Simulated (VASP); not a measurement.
# Ga3Sb (I4/mmm) in VASP: notebook

The runs below take Ga3Sb through single point, with PBEsol.

Program: VASP 6.6.1. These are calculated values, not measurements. Logs are shortened: lines on timing, memory, paths and dates and some standing lists are left out, and cuts for length are marked.

**1. The cell of the first run**

It takes space group I4/mmm (No. 139, tetragonal). The conventional cell has a = 4.259 Å, b = 4.259 Å, c = 9.091 Å, α = 90.00°, β = 90.00°, γ = 90.00°. Within 4.0 Å of Ga (site symmetry -4m2) lie 8 Ga at 3.01 to 3.11 Å and 4 Sb at 3.11 Å. Within 4.0 Å of Ga (site symmetry 4/mmm) lie 4 Sb at 3.01 Å and 8 Ga at 3.11 Å. Sb (site symmetry 4/mmm) has 12 Ga at 3.01 to 3.11 Å within 4.0 Å.

**2. Single point, PBEsol**

File INCAR:

```
SYSTEM = Ga3Sb
ALGO = Normal
EDIFF = 1E-6
ENCUT = 500
GGA = PS
GGA_COMPAT = .FALSE.
ISIF = 2
ISMEAR = 0
LASPH = .TRUE.
LCHARG = .FALSE.
LREAL = .FALSE.
LWAVE = .FALSE.
NBANDS = 54
NELM = 120
PREC = Accurate
SIGMA = 0.15
```

File KPOINTS:

```
k-points
0
G
  8 8 6
  0 0 0
```

File POSCAR:

```
Ga3Sb
1.0
    2.1293141421     -2.1293141421     -4.5452890665
    2.1293141421     -2.1293141421      4.5452890665
   -4.2586282843     -4.2586282843      0.0000000000
Ga Sb
6 2
Direct
    0.0000000000      0.5000000000      0.2500000000
    0.5000000000      0.0000000000      0.7500000000
    0.5000000000      0.0000000000      0.2500000000
    1.0000000000      0.5000000000      0.7500000000
    0.5000000000      0.5000000000      0.0000000000
    0.0000000000      0.0000000000      0.5000000000
    0.0000000000      0.0000000000      0.0000000000
    0.5000000000      0.5000000000      0.5000000000
```

Potentials or basis: VASP PAW PBE potentials, release 64 (Ga_d, Sb).

Command:

```console
$ cat potpaw_PBE.64/Ga_d/POTCAR potpaw_PBE.64/Sb/POTCAR > POTCAR
$ mpirun -np 1 vasp_std > vasp.out
```

OUTCAR:

```text
SYSTEM = Ga3Sb
   EDIFF = 1E-6
   ENCUT = 500
   GGA = PS
   ISIF = 2
   ISMEAR = 0
   LASPH = .TRUE.
   LREAL = .FALSE.
   NELM = 120
   PREC = Accurate

 ion  position               nearest neighbor table
   1  0.000  0.500  0.250-   7 3.11   8 3.11   7 3.11   8 3.11
   2  0.500  0.000  0.750-   7 3.11   8 3.11   8 3.11   7 3.11
   3  0.500  0.000  0.250-   7 3.11   8 3.11   8 3.11   7 3.11
   4  0.000  0.500  0.750-   7 3.11   8 3.11   7 3.11   8 3.11
   5  0.500  0.500  0.000-   7 3.01   7 3.01   8 3.01   8 3.01
   6  0.000  0.000  0.500-   8 3.01   8 3.01   7 3.01   7 3.01
   7  0.000  0.000  0.000-   5 3.01   5 3.01   6 3.01   6 3.01   1 3.11   2 3.11   3 3.11   1 3.11
                             4 3.11   2 3.11   3 3.11   4 3.11
   8  0.500  0.500  0.500-   6 3.01   6 3.01   5 3.01   5 3.01   1 3.11   2 3.11   3 3.11   2 3.11
                             3 3.11   1 3.11   4 3.11   4 3.11

  LATTYP: Found a base centered orthorhombic cell.
 ALAT       =     6.0226098766
 B/A-ratio  =     1.5094084324
 C/A-ratio  =     1.0000000000

  Lattice vectors:

 A1 = (   2.1293141421,  -2.1293141421,  -4.5452890665)
 A2 = (   2.1293141421,  -2.1293141421,   4.5452890665)
 A3 = (  -4.2586282843,  -4.2586282843,   0.0000000000)

Analysis of symmetry for initial positions (statically):
=====================================================================
 Subroutine PRICEL returns following result:

  LATTYP: Found a body centered tetragonal cell.
 ALAT       =     4.2586282842
 C/A-ratio  =     2.1346258763

  Lattice vectors:

 A1 = (   2.1293141422,   2.1293141422,   4.5452890665)
 A2 = (  -2.1293141422,  -2.1293141422,   4.5452890665)
 A3 = (   2.1293141421,  -2.1293141421,  -4.5452890665)

   2 primitive cells build up your supercell.

 Routine SETGRP: Setting up the symmetry group for a
 base centered orthorhombic supercell.

 Subroutine GETGRP returns: Found  8 space group operations
 (whereof  8 operations were pure point group operations)
 out of a pool of  8 trial point group operations.

The static configuration has the point symmetry D_2h.

Analysis of symmetry for dynamics (positions and initial velocities):
=====================================================================
 Subroutine PRICEL returns following result:

  LATTYP: Found a body centered tetragonal cell.
 ALAT       =     4.2586282842
 C/A-ratio  =     2.1346258763

  Lattice vectors:

 A1 = (   2.1293141422,   2.1293141422,   4.5452890665)
 A2 = (  -2.1293141422,  -2.1293141422,   4.5452890665)
 A3 = (   2.1293141421,  -2.1293141421,  -4.5452890665)

   2 primitive cells build up your supercell.

 Routine SETGRP: Setting up the symmetry group for a
 base centered orthorhombic supercell.

 Subroutine GETGRP returns: Found  8 space group operations
 (whereof  8 operations were pure point group operations)
 out of a pool of  8 trial point group operations.

The dynamic configuration has the point symmetry D_2h.

 Subroutine INISYM returns: Found  8 space group operations
 (whereof  8 operations are pure point group operations),
 and found     2 'primitive' translations

----------------------------------------------------------------------------------------

                                     Primitive cell

  volume of cell :      82.4330

  direct lattice vectors                    reciprocal lattice vectors
     2.129314142  2.129314142  4.545289066     0.234817395 -0.000000000  0.110004005
    -2.129314142 -2.129314142  4.545289066     0.000000000 -0.234817395  0.110004005
     2.129314142 -2.129314142 -4.545289066     0.234817395 -0.234817395  0.000000000

  length of vectors
     5.452303195  5.452303195  5.452303195     0.259306942  0.259306942  0.332081945

  position of ions in fractional coordinates (direct lattice)
     0.250000000  0.750000000  0.500000000
     0.750000000  0.250000000  0.500000000
     0.500000000  0.500000000  0.000000000
     0.000000000  0.000000000  0.000000000

  ion indices of the primitive-cell ions
   primitive index   ion index
                 1           1
                 2           4
                 3           5
                 4           7

----------------------------------------------------------------------------------------

 KPOINTS: k-points

Automatic generation of k-mesh.
 Grid dimensions read from file:
 generate k-points for:    8    8    6

 Generating k-lattice:

  Cartesian coordinates                     Fractional coordinates (reciprocal lattice)
     0.014676087 -0.014676087 -0.013750501     0.125000000  0.000000000  0.000000000
     0.014676087 -0.014676087  0.013750501     0.000000000  0.125000000  0.000000000
    -0.019568116 -0.019568116  0.000000000     0.000000000  0.000000000  0.166666667

  Length of vectors
     0.024896814  0.024896814  0.027673495

  Shift w.r.t. Gamma in fractional coordinates (k-lattice)
     0.000000000  0.000000000  0.000000000

 Subroutine IBZKPT returns following result:
 ===========================================

 Found     84 irreducible k-points:

 Following reciprocal coordinates:
            Coordinates               Weight
  0.000000  0.000000  0.000000      1.000000
  0.125000  0.000000  0.000000      4.000000
  0.250000  0.000000  0.000000      4.000000
  0.375000 -0.000000  0.000000      4.000000
  0.500000  0.000000  0.000000      2.000000
  0.125000  0.125000  0.000000      2.000000
[... 16 lines left out ...]
  0.125000  0.000000  0.166667      8.000000
  0.250000  0.000000  0.166667      8.000000
 [... further k-points ...]
   k-points           NKPTS =     84   k-points in BZ     NKDIM =     84   number of bands    NBANDS=     54
   number of dos      NEDOS =    301   number of ions     NIONS =      8
   total plane-waves  NPLWV =  76800
   dimension x,y,z NGX =    40 NGY =   40 NGZ =   48
   dimension x,y,z NGXF=    80 NGYF=   80 NGZF=   96
   ions per type =               6   2
   NGX,Y,Z   is equivalent  to a cutoff of  12.20, 12.20, 13.25 a.u.
   NGXF,Y,Z  is equivalent  to a cutoff of  24.39, 24.39, 26.50 a.u.
 SYSTEM =  Ga3Sb
   PREC   = accura    normal or accurate (medium, high low for compatibility)
   ISTART =      0    job   : 0-new  1-cont  2-samecut
   ICHARG =      2    charge: 1-file 2-atom 10-const
   ISPIN  =      1    spin polarized calculation?
   LNONCOLLINEAR =      F non collinear calculations
   LSORBIT =      F    spin-orbit coupling
   LASPH  =      T    aspherical Exc in radial PAW
   ENCUT  =  500.0 eV  36.75 Ry    6.06 a.u.   9.94  9.94 10.98*2*pi/ulx,y,z
   NELM   =    120;   NELMIN=  2; NELMDL= -5     # of ELM steps
   EDIFF  = 0.1E-05   stopping-criterion for ELM
   LREAL  =      F    real-space projection
[... 7 lines left out ...]
   TEBEG  =    0.0;   TEEND  =   0.0 temperature during run
   PSTRESS=    0.0 pullay stress
   NELECT =      88.0000    total number of electrons
   NUPDOWN=      -1.0000    fix difference up-down
   EMIN   =  10.00;   EMAX   =-10.00  energy-range for DOS
   EFERMI =   0.00;   METHOD = LEGACY
   ISMEAR =     0;   SIGMA  =   0.15  broadening in eV -4-tet -1-fermi 0-gaus
   EFERMI_NEDOS =   21; number of points for ismear=-14 and -15
   IALGO  =     38    algorithm
   IMIX   =      4    mixing-type and parameters
     AMIX     =   0.40;   BMIX     =  1.00
     AMIX_MAG =   1.60;   BMIX_MAG =  1.00
  volume/ion in A,a.u.               =      20.61       139.07
  Fermi-wavevector in a.u.,A,eV,Ry     =   1.327982  2.509521 23.994353  1.763535
  Thomas-Fermi vector in A             =   2.457253
   LORBIT       =      0    0 simple, 1 ext, 2 COOP (PROOUT), +10 PAW based schemes
   GGA     = PS    functional components
   LHFCALC =     F    Hartree Fock is set to
   AEXX    =    0.0000 exact exchange contribution
   IVDW    =     0    specifies the selected vdW correction
   LEPSILON=     F    determine dielectric tensor
   LRPA    =     F    only Hartree local field effects (RPA)
 non-spin polarized calculation
 Gauss-broadening in eV      SIGMA  =   0.15
  energy-cutoff  :      500.00
  volume of cell :      164.87
 maximum number of plane-waves:      4210
   NGX = 19   NGY = 19   NGZ = 21

 number of electron      88.0000077 magnetization

 Free energy of the ion-electron system (eV)
  ---------------------------------------------------
  ext. energy  EPLUGINS =         0.00000000
  ---------------------------------------------------
  free energy    TOTEN  =       -28.62905859 eV

  energy without entropy =      -28.58750050  energy(sigma->0) =      -28.60827954

 E-fermi :   6.5333     XC(G=0): -10.9401

 val. band max:        6.5203212186   @ k =  -0.3750   0.1250   0.3333
 cond. band min:       6.5352498463   @ k =   0.2500   0.1250   0.0000
 fundamental gap:      0.0149286277
 Fermi energy:         6.5333377401

 k-point     1 :       0.0000    0.0000    0.0000
  band No.  band energies     occupation
      1      -8.4012      2.00000
      2      -8.3868      2.00000
      3      -8.3520      2.00000
      4      -8.3363      2.00000
      5      -8.3287      2.00000
      6      -8.3276      2.00000
[... 46 lines left out ...]
     53      10.8481      0.00000
     54      13.7135      0.00000

 k-point     2 :       0.1250    0.0000    0.0000
  band No.  band energies     occupation
      1      -8.3959      2.00000
      2      -8.3799      2.00000
      3      -8.3517      2.00000
      4      -8.3304      2.00000
      5      -8.3292      2.00000
      6      -8.3219      2.00000
[... 46 lines left out ...]
     53      10.9552      0.00000
     54      12.9136      0.00000
[... 1195 lines left out ...]
     53      10.1616      0.00000
     54      12.4514      0.00000

 k-point    24 :       0.2500    0.0000    0.1667
  band No.  band energies     occupation
      1      -8.3718      2.00000
      2      -8.3599      2.00000
      3      -8.3462      2.00000
      4      -8.3250      2.00000
      5      -8.3189      2.00000
      6      -8.3160      2.00000
[... 46 lines left out ...]
     53      10.5186      0.00000
     54      11.0395      0.00000

 [... further k-points ...]

------------------------ aborting loop because EDIFF is reached ----------------------------------------

  FORCE on cell =-STRESS in cart. coord.  units (eV):
  Direction    XX          YY          ZZ          XY          YZ          ZX
  --------------------------------------------------------------------------------------
  -------------------------------------------------------------------------------------
  Total        0.3055349      0.3055349     -0.0634704      0.1920365     -0.0000000      0.0000000
  in kB        2.9692066      2.9692066     -0.6168089      1.8662224     -0.0000000      0.0000000
  external PRESSURE =       1.7738681 kB  Pullay stress =       0.0000000 kB

 VOLUME and BASIS-vectors are now :
 -----------------------------------------------------------------------------
  energy-cutoff  :      500.00
  volume of cell :      164.87
      direct lattice vectors                 reciprocal lattice vectors
     2.129314142 -2.129314142 -4.545289066     0.117408698 -0.117408698 -0.110004005
     2.129314142 -2.129314142  4.545289066     0.117408698 -0.117408698  0.110004005
    -4.258628284 -4.258628284  0.000000000    -0.117408698 -0.117408698  0.000000000

 POSITION                                       TOTAL-FORCE (eV/Angst)
 -----------------------------------------------------------------------------------
     -0.00000     -2.12931      2.27264         0.000000      0.000000      0.000000
     -2.12931     -4.25863     -2.27264         0.000000      0.000000      0.000000
     -0.00000     -2.12931     -2.27264        -0.000000     -0.000000      0.000000
     -2.12931     -4.25863      2.27264         0.000000      0.000000      0.000000
      2.12931     -2.12931      0.00000        -0.000000     -0.000000     -0.000000
     -2.12931     -2.12931      0.00000        -0.000000     -0.000000     -0.000000
      0.00000      0.00000      0.00000        -0.000000     -0.000000     -0.000000
     -0.00000     -4.25863      0.00000        -0.000000     -0.000000     -0.000000
 -----------------------------------------------------------------------------------
    total drift:                                0.000000      0.000000      0.000000

  FREE ENERGIE OF THE ION-ELECTRON SYSTEM (eV)
  ---------------------------------------------------
  free  energy   TOTEN  =       -28.6290585872 eV

  energy  without entropy=      -28.5875004969  energy(sigma->0) =      -28.60827954
```

It took 8.5 min on 1 thread of Intel Xeon Platinum 8488C (Sapphire Rapids), shared host; peak memory 0.62 GiB.

What came out:

```yaml
Free_energy: -28.6291 eV
Pressure: 0.2 GPa
Band_gap_on_the_k_mesh: zero (bands 44 and 45 overlap by 2.36 eV)
```

Stress tensor (GPa, compression positive):
```
 0.30  0.19  0.00
 0.19  0.30  0.00
 0.00  0.00 -0.06
```

Levels at points of the mesh, in eV from the Fermi level:
```
           k point  band 40  band 41  band 42  band 43  band 44  band 45  band 46  band 47  band 48  band 49
(0.00, 0.00, 0.00)    -2.84    -1.94    -1.94    -1.87    -0.46    -0.46    -0.25     0.25     0.32     0.75
(0.50, 0.00, 0.00)    -2.20    -1.93    -1.93    -1.16    -1.16     1.22     1.22     2.33     2.33     2.46
(0.50, 0.50, 0.00)    -3.30    -3.30    -2.53    -0.25     0.25     0.32     1.08     2.42     2.96     2.96
(0.00, 0.00, 0.50)    -3.60    -3.48    -3.48    -2.36    -2.36    -1.26    -1.26     2.81     2.81     4.06
(0.50, 0.00, 0.50)    -1.15    -0.52    -0.52    -0.35    -0.35     0.23     0.23     1.82     1.82     3.07
(0.50, 0.50, 0.50)    -0.51     0.10     0.10     0.18     0.18     0.65     0.65     1.54     1.54     2.06
```

Caveat: the PAW data sets were made with another functional, which shifts forces and pressure a little; spin-orbit coupling is left out, which moves the levels of the heavy elements.

**3. Single point, PBEsol**

This run uses another cell than the first one: it holds 4 atoms, not 8.

File INCAR:

```
SYSTEM = Ga3Sb
ALGO = Fast
EDIFF = 1E-7
ENCUT = 520
GGA = PS
ISIF = 2
ISMEAR = 0
LASPH = .TRUE.
LCHARG = .TRUE.
LELF = .TRUE.
LREAL = .FALSE.
LVHAR = .TRUE.
LWAVE = .FALSE.
NBANDS = 30
NELM = 80
PREC = Accurate
SIGMA = 0.1
```

File KPOINTS:

```
k-points
0
G
  14 14 14
  0 0 0
```

File POSCAR:

```
Ga3Sb
1.0
   -2.1293141421      2.1293141421      4.5452890665
    2.1293141421     -2.1293141421      4.5452890665
    2.1293141421      2.1293141421     -4.5452890665
Ga Sb
3 1
Direct
    0.7500000000      0.2500000000      0.5000000000
    0.2500000000      0.7500000000      0.5000000000
    0.5000000000      0.5000000000      0.0000000000
    0.0000000000      0.0000000000      0.0000000000
```

Potentials or basis: VASP PAW PBE potentials, release 64 (Ga_d, Sb).

Command:

```console
$ cat potpaw_PBE.64/Ga_d/POTCAR potpaw_PBE.64/Sb/POTCAR > POTCAR
$ mpirun -np 1 vasp_std > vasp.out
```

It took 35 min on 1 thread of Intel Xeon 8259CL, shared host; peak memory 0.6 GiB.

It converged, with:

* Free energy: -14.3087 eV
* Pressure: 0.1 GPa
* Band gap on the k mesh: zero (bands 22 and 23 overlap by 4.77 eV)

Levels at points of the mesh, in eV from the Fermi level:
| k point | band 20 | band 21 | band 22 | band 23 | band 24 | band 25 |
| --- | --- | --- | --- | --- | --- | --- |
| (0.00, 0.00, 0.00) | -1.93 | -1.93 | -1.86 | -0.44 | -0.44 | 0.76 |
| (0.50, 0.00, 0.00) | -1.13 | -0.51 | -0.34 | 0.24 | 1.83 | 3.09 |
| (0.50, 0.50, 0.00) | -5.08 | -4.44 | -0.25 | 0.27 | 0.33 | 1.09 |
| (0.50, 0.50, 0.50) | -3.29 | -2.52 | 2.43 | 2.97 | 2.97 | 3.97 |

Caveat: the PAW data sets were made with another functional, which shifts forces and pressure a little; spin-orbit coupling is left out, which moves the levels of the heavy elements.
